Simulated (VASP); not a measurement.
Input of a VASP 6.6.1 run:

The input POSCAR:

```
Al16CN16
1.0
    6.2595139100      0.0000000600      0.0000000000
   -3.1297570100      5.4208980300      0.0000000000
    0.0000000000      0.0000000000     10.0348065900
Al N C
16 16 1
Direct
    0.3348304700      0.1764320300      0.2534812300
    0.1764725000      0.3346392000      0.5050632000
    0.3439812700      0.1668758600      0.7566881700
    0.1757248500      0.3353364400      1.0018847600
    0.3087377800      0.6724282300      0.2607336400
    0.1805536800      0.8409202200      0.5069004700
    0.3413335200      0.6648204200      0.7518757700
    0.1794468500      0.8330622200      1.0048993300
    0.8385610000      0.2023074400      0.2607427700
    0.6701893300      0.3305615900      0.5068950300
    0.8460374500      0.1694299100      0.7519644000
    0.6780764900      0.3316461800      1.0048817800
    0.8435503700      0.6675707400      0.2695625200
    0.6763399600      0.8348497700      0.5060545600
    0.8486678100      0.6621610900      0.7473279100
    0.6843912400      0.8260243700      0.9767715700
    0.3399547200      0.1710913400      0.4431203400
    0.1656304300      0.3454377200      0.1941910600
    0.3427972400      0.1683503600      0.9457012100
    0.1792557000      0.3314419800      0.6919460200
    0.3419290700      0.6706204100      0.4453182600
    0.1527029900      0.8416226200      0.1970295600
    0.3406066600      0.6638947800      0.9380915400
    0.1842102700      0.8366303200      0.6922862000
    0.8405645300      0.1693309300      0.4453276200
    0.6696069600      0.3584610300      0.1969239400
    0.8469959600      0.1699784900      0.9382186800
    0.6741705200      0.3265041400      0.6922577300
    0.8437079300      0.6674164000      0.4549170400
    0.5792232400      0.9320000800      0.1712451900
    0.8532390800      0.6576783400      0.9314955500
    0.6791998300      0.8316137100      0.6945683200
   -0.3003334000     -0.1892469300      0.1676426600
```

Contents of INCAR.step1:

```
PREC = Accurate ; ENCUT = 520
EDIFF = 1E-5 ; ISMEAR = -1
SIGMA = 0.01 ; LREAL = Auto
LASPH = T ; NELM = 100
ALGO = Normal ; ISIF = 2
LWAVE = T ; LCHARG = F
GGA = PE ; NBANDS = 88
```

INCAR.step2

```
PREC = Accurate ; ENCUT = 520
EDIFF = 1E-6 ; ISMEAR = -1
SIGMA = 0.01 ; LREAL = Auto
LASPH = T ; NELM = 100
ALGO = Normal ; ISIF = 2
LWAVE = F ; LCHARG = F
GGA = PE ; LHFCALC = T
HFSCREEN = 0.2079 ; PRECFOCK = Fast
ISTART = 1 ; NBANDS = 88
```

KPOINTS

```
Automatic mesh
0
Gamma
  1 1 1
  0.25 0.25 0.25
```

Potentials or basis: VASP PAW PBE potentials, release 64 (Al, N, C).

The run is started by

```bash
$ cat potpaw_PBE.64/Al/POTCAR potpaw_PBE.64/N/POTCAR potpaw_PBE.64/C/POTCAR > POTCAR
$ cp INCAR.step1 INCAR
$ mpirun -np 1 vasp_std > vasp.out
$ cp INCAR.step2 INCAR
$ mpirun -np 1 vasp_std > vasp.out
```

(1) Predict the largest force.

(2) Estimate the pressure.

## Answers

(1) 0.384 eV/Å.

(2) 1.1 GPa.

Caveat: the k points lie up to 0.58 Å⁻¹ apart; the PAW data sets were made with another functional, which shifts forces and pressure a little.
